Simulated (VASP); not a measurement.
# As (Fd-3m) in VASP: further runs

Runs on As. Level: PBEsol. Tasks: single point.

Everything below comes from runs of VASP 6.6.1. Logs are shortened: lines on timing, memory, paths and dates and some standing lists are left out, and cuts for length are marked.

**1. The cell of the first run**

Symmetry: Fd-3m, No. 227, cubic system. The conventional cell has a = 6.093 Å, b = 6.093 Å, c = 6.093 Å, α = 90.00°, β = 90.00°, γ = 90.00°. As (site symmetry -43m) has 4 As at 2.64 Å within 3.5 Å.

**2. Single point, PBEsol (volume scaled by 1.04)**

INCAR reads:

```
PREC     = Accurate       # precision mode
ENCUT    = 520            # plane-wave cutoff, eV
EDIFF    = 1E-6           # SCF threshold, eV
ISMEAR   = -1             # smearing method
SIGMA    = 0.1            # smearing width, eV
LREAL    = False          # projectors in reciprocal space
LASPH    = True           # aspherical terms in the spheres
NELM     = 80             # most SCF steps
ALGO     = Normal         # electronic algorithm
ISIF     = 2              # what is computed and relaxed
LWAVE    = False          # write WAVECAR
LCHARG   = False          # write CHGCAR
GGA      = PS             # functional
NBANDS   = 12             # bands
```

KPOINTS reads:

```
Automatic mesh
0
Gamma
  10 10 10
```

POSCAR reads:

```
As
1.0
    0.0000000000      3.0465994010      3.0465994010
    3.0465994010      0.0000000000      3.0465994010
    3.0465994010      3.0465994010      0.0000000000
As
2
Direct
    0.1250000000      0.1250000000      0.1250000000
    0.8750000000      0.8750000000      0.8750000000
```

Potentials or basis: VASP PAW PBE potentials, release 64 (As).

Command:

```sh
$ cat potpaw_PBE.64/As/POTCAR > POTCAR
$ mpirun -np 1 vasp_std > vasp.out
```

OUTCAR:

```text
PREC = Accurate
   ENCUT = 520
   EDIFF = 1E-6
   ISMEAR = -1
   LREAL = False
   LASPH = True
   NELM = 80
   ISIF = 2
   GGA = PS

 ion  position               nearest neighbor table
   1  0.125  0.125  0.125-   2 2.64   2 2.64   2 2.64   2 2.64
   2  0.875  0.875  0.875-   1 2.64   1 2.64   1 2.64   1 2.64

  LATTYP: Found a face centered cubic cell.
 ALAT       =     6.0931988020

  Lattice vectors:

 A1 = (   0.0000000000,   3.0465994010,   3.0465994010)
 A2 = (   3.0465994010,   0.0000000000,   3.0465994010)
 A3 = (   3.0465994010,   3.0465994010,   0.0000000000)

Analysis of symmetry for initial positions (statically):
=====================================================================
 Subroutine PRICEL returns:
 Original cell was already a primitive cell.

 Routine SETGRP: Setting up the symmetry group for a
 face centered cubic supercell.

 Subroutine GETGRP returns: Found 48 space group operations
 (whereof 12 operations were pure point group operations)
 out of a pool of 48 trial point group operations.

The static configuration has the point symmetry D_3d.
 The point group associated with its full space group is O_h .

Analysis of symmetry for dynamics (positions and initial velocities):
=====================================================================
 Subroutine PRICEL returns:
 Original cell was already a primitive cell.

 Routine SETGRP: Setting up the symmetry group for a
 face centered cubic supercell.

 Subroutine GETGRP returns: Found 48 space group operations
 (whereof 12 operations were pure point group operations)
 out of a pool of 48 trial point group operations.

The dynamic configuration has the point symmetry D_3d.
 The point group associated with its full space group is O_h .

 Subroutine INISYM returns: Found 48 space group operations
 (whereof 12 operations are pure point group operations),
 and found     1 'primitive' translations

----------------------------------------------------------------------------------------

                                     Primitive cell

  volume of cell :      56.5557

  direct lattice vectors                    reciprocal lattice vectors
     0.000000000  3.046599401  3.046599401    -0.164117409  0.164117409  0.164117409
     3.046599401  0.000000000  3.046599401     0.164117409 -0.164117409  0.164117409
     3.046599401  3.046599401  0.000000000     0.164117409  0.164117409 -0.164117409

  length of vectors
[... 91 lines left out ...]
   TEBEG  =    0.0;   TEEND  =   0.0 temperature during run
   PSTRESS=    0.0 pullay stress
   NELECT =      10.0000    total number of electrons
   NUPDOWN=      -1.0000    fix difference up-down
   EMIN   =  10.00;   EMAX   =-10.00  energy-range for DOS
   EFERMI =   0.00;   METHOD = LEGACY
   ISMEAR =    -1;   SIGMA  =   0.10  broadening in eV -4-tet -1-fermi 0-gaus
   EFERMI_NEDOS =   21; number of points for ismear=-14 and -15
   IALGO  =     38    algorithm
   IMIX   =      4    mixing-type and parameters
     AMIX     =   0.40;   BMIX     =  1.00
     AMIX_MAG =   1.60;   BMIX_MAG =  1.00
  volume/ion in A,a.u.               =      28.28       190.83
  Fermi-wavevector in a.u.,A,eV,Ry     =   0.918860  1.736394 11.487456  0.844304
  Thomas-Fermi vector in A             =   2.043989
   LORBIT       =      0    0 simple, 1 ext, 2 COOP (PROOUT), +10 PAW based schemes
   GGA     = PS    functional components
   LHFCALC =     F    Hartree Fock is set to
   AEXX    =    0.0000 exact exchange contribution
   IVDW    =     0    specifies the selected vdW correction
   LEPSILON=     F    determine dielectric tensor
   LRPA    =     F    only Hartree local field effects (RPA)
 non-spin polarized calculation
  energy-cutoff  :      520.00
  volume of cell :       56.56
 maximum number of plane-waves:      1540
   NGX = 17   NGY = 17   NGZ = 17

 number of electron      10.0000000 magnetization

 number of electron       9.9999998 magnetization

 Free energy of the ion-electron system (eV)
  ---------------------------------------------------
  ext. energy  EPLUGINS =         0.00000000
  ---------------------------------------------------
  free energy    TOTEN  =        -9.44992043 eV

  energy without entropy =       -9.40986487  energy(sigma->0) =       -9.42989265

 E-fermi :   2.7948     XC(G=0):  -8.7896

 val. band max:        2.7628471267   @ k =   0.4000   0.3000   0.0000
 cond. band min:       2.8108423207   @ k =   0.3000   0.2000   0.0000
 fundamental gap:      0.0479951939
 Fermi energy:         2.7947589681

 k-point     1 :       0.0000    0.0000    0.0000
  band No.  band energies     occupation
      1     -10.8432      2.00000
      2      -3.1083      2.00000
      3       0.7779      2.00000
      4       0.7779      2.00000
      5       0.7779      2.00000
      6       3.5052      0.00164
      7       3.5052      0.00164
      8       3.5052      0.00164
      9       7.5538      0.00000
     10      10.7478      0.00000
     11      10.7478      0.00000
     12      12.4623      0.00000
[... 331 lines left out ...]
 k-point    24 :       0.4000    0.3000    0.0000
  band No.  band energies     occupation
      1      -9.4195      2.00000
      2      -6.5135      2.00000
      3      -1.1325      2.00000
      4      -0.9106      2.00000
      5       2.3129      1.98397
      6       2.7628      1.15822
      7       6.5380      0.00000
      8       6.7165      0.00000
      9       8.8704      0.00000
     10      11.2229      0.00000
     11      12.5406      0.00000
     12      14.1895      0.00000

 [... further k-points ...]

------------------------ aborting loop because EDIFF is reached ----------------------------------------

  FORCE on cell =-STRESS in cart. coord.  units (eV):
  Direction    XX          YY          ZZ          XY          YZ          ZX
  --------------------------------------------------------------------------------------
  -------------------------------------------------------------------------------------
  Total       -0.6292983     -0.6292983     -0.6292983      0.0000000     -0.0000000      0.0000000
  in kB      -17.8275272    -17.8275272    -17.8275272      0.0000000     -0.0000000      0.0000000
  external PRESSURE =     -17.8275272 kB  Pullay stress =       0.0000000 kB

 VOLUME and BASIS-vectors are now :
 -----------------------------------------------------------------------------
  energy-cutoff  :      520.00
  volume of cell :       56.56
      direct lattice vectors                 reciprocal lattice vectors
     0.000000000  3.046599401  3.046599401    -0.164117409  0.164117409  0.164117409
     3.046599401  0.000000000  3.046599401     0.164117409 -0.164117409  0.164117409
     3.046599401  3.046599401  0.000000000     0.164117409  0.164117409 -0.164117409

 POSITION                                       TOTAL-FORCE (eV/Angst)
 -----------------------------------------------------------------------------------
      0.76165      0.76165      0.76165         0.000000      0.000000      0.000000
      5.33155      5.33155      5.33155        -0.000000     -0.000000     -0.000000
 -----------------------------------------------------------------------------------
    total drift:                                0.000000      0.000000     -0.000000

  FREE ENERGIE OF THE ION-ELECTRON SYSTEM (eV)
  ---------------------------------------------------
  free  energy   TOTEN  =        -9.4499204309 eV

  energy  without entropy=       -9.4098648743  energy(sigma->0) =       -9.42989265
```

OSZICAR:

```text
N       E                     dE             d eps       ncg     rms          rms(c)
DAV:   1     0.258337612037E+02    0.25834E+02   -0.37495E+03  1128   0.660E+02
DAV:   2    -0.771351977075E+01   -0.33547E+02   -0.32140E+02  1564   0.101E+02
DAV:   3    -0.947443123101E+01   -0.17609E+01   -0.17483E+01  1460   0.237E+01
DAV:   4    -0.948675111529E+01   -0.12320E-01   -0.12319E-01  1216   0.233E+00
DAV:   5    -0.948680891386E+01   -0.57799E-04   -0.57799E-04  1380   0.168E-01    0.333E+00
DAV:   6    -0.946282704818E+01    0.23982E-01   -0.78713E-03  1236   0.460E-01    0.198E+00
DAV:   7    -0.944986695929E+01    0.12960E-01   -0.16881E-02  1252   0.688E-01    0.588E-02
DAV:   8    -0.944991269910E+01   -0.45740E-04   -0.53517E-04  1220   0.124E-01    0.173E-02
DAV:   9    -0.944991886342E+01   -0.61643E-05   -0.95931E-06  1388   0.204E-02    0.887E-03
DAV:  10    -0.944992048029E+01   -0.16169E-05   -0.30821E-06  1240   0.884E-03    0.278E-03
DAV:  11    -0.944992043089E+01    0.49395E-07   -0.18547E-07   692   0.220E-03
   1 F= -.94499204E+01 E0= -.94298927E+01  d E =-.400556E-01
```

Run time: 32 s. Hardware: 1 thread of AMD EPYC, shared host; peak memory 0.15 GiB.

Results:

- Free energy: -9.4499 eV
- Pressure: -1.8 GPa
- Band gap on the k mesh: zero (band 5 reaches 3.64 eV, above the bottom of band 6 at 2.19 eV)

Caveat: the PAW data sets were made with another functional, which shifts forces and pressure a little.

**3. Single point, PBEsol (volume scaled by 1.08)**

INCAR reads:

```
SYSTEM = As
PREC = Accurate
ENCUT = 520
EDIFF = 1E-7
ISMEAR = -1
SIGMA = 0.1
LREAL = .FALSE.
LASPH = .TRUE.
NELM = 100
ALGO = Normal
ISIF = 2
LWAVE = .FALSE.
LCHARG = .FALSE.
GGA = PS
NBANDS = 12
```

KPOINTS reads:

```
regular mesh
0
G
  10 10 10
  0 0 0
```

POSCAR reads:

```
As
1.0
    0.0000000000      3.0851680448      3.0851680448
    3.0851680448      0.0000000000      3.0851680448
    3.0851680448      3.0851680448      0.0000000000
As
2
Direct
    0.1250000000      0.1250000000      0.1250000000
    0.8750000000      0.8750000000      0.8750000000
```

Potentials or basis: VASP PAW PBE potentials, release 64 (As).

Command:

```sh
$ cat potpaw_PBE.64/As/POTCAR > POTCAR
$ mpirun -np 1 vasp_std > vasp.out
```

OUTCAR:

```text
SYSTEM = As
   PREC = Accurate
   ENCUT = 520
   EDIFF = 1E-7
   ISMEAR = -1
   LREAL = .FALSE.
   LASPH = .TRUE.
   NELM = 100
   ISIF = 2
   GGA = PS

 ion  position               nearest neighbor table
   1  0.125  0.125  0.125-   2 2.67   2 2.67   2 2.67   2 2.67
   2  0.875  0.875  0.875-   1 2.67   1 2.67   1 2.67   1 2.67

  LATTYP: Found a face centered cubic cell.
 ALAT       =     6.1703360896

  Lattice vectors:

 A1 = (   0.0000000000,   3.0851680448,   3.0851680448)
 A2 = (   3.0851680448,   0.0000000000,   3.0851680448)
 A3 = (   3.0851680448,   3.0851680448,   0.0000000000)

Analysis of symmetry for initial positions (statically):
=====================================================================
 Subroutine PRICEL returns:
 Original cell was already a primitive cell.

 Routine SETGRP: Setting up the symmetry group for a
 face centered cubic supercell.

 Subroutine GETGRP returns: Found 48 space group operations
 (whereof 12 operations were pure point group operations)
 out of a pool of 48 trial point group operations.

The static configuration has the point symmetry D_3d.
 The point group associated with its full space group is O_h .

Analysis of symmetry for dynamics (positions and initial velocities):
=====================================================================
 Subroutine PRICEL returns:
 Original cell was already a primitive cell.

 Routine SETGRP: Setting up the symmetry group for a
 face centered cubic supercell.

 Subroutine GETGRP returns: Found 48 space group operations
 (whereof 12 operations were pure point group operations)
 out of a pool of 48 trial point group operations.

The dynamic configuration has the point symmetry D_3d.
 The point group associated with its full space group is O_h .

 Subroutine INISYM returns: Found 48 space group operations
 (whereof 12 operations are pure point group operations),
 and found     1 'primitive' translations

[... 120 lines left out ...]
   LHFCALC =     F    Hartree Fock is set to
   AEXX    =    0.0000 exact exchange contribution
   IVDW    =     0    specifies the selected vdW correction
   LEPSILON=     F    determine dielectric tensor
   LRPA    =     F    only Hartree local field effects (RPA)
 non-spin polarized calculation
  energy-cutoff  :      520.00
  volume of cell :       58.73
 maximum number of plane-waves:      1596
   NGX = 17   NGY = 17   NGZ = 17

 number of electron      10.0000000 magnetization

 number of electron       9.9999998 magnetization

 Free energy of the ion-electron system (eV)
  ---------------------------------------------------
  ext. energy  EPLUGINS =         0.00000000
  ---------------------------------------------------
  free energy    TOTEN  =        -9.41476559 eV

  energy without entropy =       -9.37603357  energy(sigma->0) =       -9.39539958

 E-fermi :   2.4883     XC(G=0):  -8.6339

 val. band max:        2.4417363712   @ k =   0.4000   0.3000   0.0000
 cond. band min:       2.5341201389   @ k =   0.3000   0.2000   0.0000
 fundamental gap:      0.0923837677
 Fermi energy:         2.4882740423

 k-point     1 :       0.0000    0.0000    0.0000
  band No.  band energies     occupation
      1     -10.8981      2.00000
      2      -3.6189      2.00000
      3       0.5468      2.00000
      4       0.5468      2.00000
      5       0.5468      2.00000
      6       3.2175      0.00136
      7       3.2175      0.00136
      8       3.2175      0.00136
      9       7.2121      0.00000
     10      10.4201      0.00000
     11      10.4201      0.00000
     12      12.1014      0.00000
[... 331 lines left out ...]
 k-point    24 :       0.4000    0.3000    0.0000
  band No.  band energies     occupation
      1      -9.5372      2.00000
      2      -6.7695      2.00000
      3      -1.2784      2.00000
      4      -1.0680      2.00000
      5       2.0402      1.97760
      6       2.4417      1.22858
      7       6.1383      0.00000
      8       6.2797      0.00000
      9       8.4702      0.00000
     10      10.7510      0.00000
     11      12.1558      0.00000
     12      13.7422      0.00000

 [... further k-points ...]

------------------------ aborting loop because EDIFF is reached ----------------------------------------

  FORCE on cell =-STRESS in cart. coord.  units (eV):
  Direction    XX          YY          ZZ          XY          YZ          ZX
  --------------------------------------------------------------------------------------
  -------------------------------------------------------------------------------------
  Total       -1.2289917     -1.2289917     -1.2289917      0.0000000      0.0000000      0.0000000
  in kB      -33.5268740    -33.5268740    -33.5268740      0.0000000      0.0000000      0.0000000
  external PRESSURE =     -33.5268740 kB  Pullay stress =       0.0000000 kB

 VOLUME and BASIS-vectors are now :
 -----------------------------------------------------------------------------
  energy-cutoff  :      520.00
  volume of cell :       58.73
      direct lattice vectors                 reciprocal lattice vectors
     0.000000000  3.085168045  3.085168045    -0.162065726  0.162065726  0.162065726
     3.085168045  0.000000000  3.085168045     0.162065726 -0.162065726  0.162065726
     3.085168045  3.085168045  0.000000000     0.162065726  0.162065726 -0.162065726

 POSITION                                       TOTAL-FORCE (eV/Angst)
 -----------------------------------------------------------------------------------
      0.77129      0.77129      0.77129         0.000000     -0.000000      0.000000
      5.39904      5.39904      5.39904        -0.000000      0.000000     -0.000000
 -----------------------------------------------------------------------------------
    total drift:                                0.000000      0.000000     -0.000000

  FREE ENERGIE OF THE ION-ELECTRON SYSTEM (eV)
  ---------------------------------------------------
  free  energy   TOTEN  =        -9.4147655872 eV

  energy  without entropy=       -9.3760335683  energy(sigma->0) =       -9.39539958
```

OSZICAR:

```text
N       E                     dE             d eps       ncg     rms          rms(c)
DAV:   1     0.261637052138E+02    0.26164E+02   -0.37599E+03  1128   0.661E+02
DAV:   2    -0.758231844793E+01   -0.33746E+02   -0.31952E+02  1540   0.100E+02
DAV:   3    -0.943411961379E+01   -0.18518E+01   -0.18350E+01  1428   0.240E+01
DAV:   4    -0.944811666331E+01   -0.13997E-01   -0.13994E-01  1216   0.242E+00
DAV:   5    -0.944818179268E+01   -0.65129E-04   -0.65129E-04  1408   0.180E-01    0.310E+00
DAV:   6    -0.942674487862E+01    0.21437E-01   -0.64984E-03  1224   0.430E-01    0.184E+00
DAV:   7    -0.941467193844E+01    0.12073E-01   -0.14742E-02  1248   0.658E-01    0.583E-02
DAV:   8    -0.941475522477E+01   -0.83286E-04   -0.45787E-04  1220   0.116E-01    0.165E-02
DAV:   9    -0.941476404364E+01   -0.88189E-05   -0.10664E-05  1352   0.210E-02    0.778E-03
DAV:  10    -0.941476564264E+01   -0.15990E-05   -0.36430E-06  1248   0.941E-03    0.306E-03
DAV:  11    -0.941476558721E+01    0.55431E-07   -0.20363E-07  1304   0.231E-03
   1 F= -.94147656E+01 E0= -.93953996E+01  d E =-.387320E-01
```

Wall time 34 s (1 thread of AMD EPYC, shared host); peak memory 0.15 GiB.

Results:

* Free energy: -9.4148 eV
* Pressure: -3.4 GPa
* Band gap on the k mesh: zero (band 5 reaches 3.28 eV, above the bottom of band 6 at 1.93 eV)

Caveat: the PAW data sets were made with another functional, which shifts forces and pressure a little.

(Continued in part 2 of 2.)
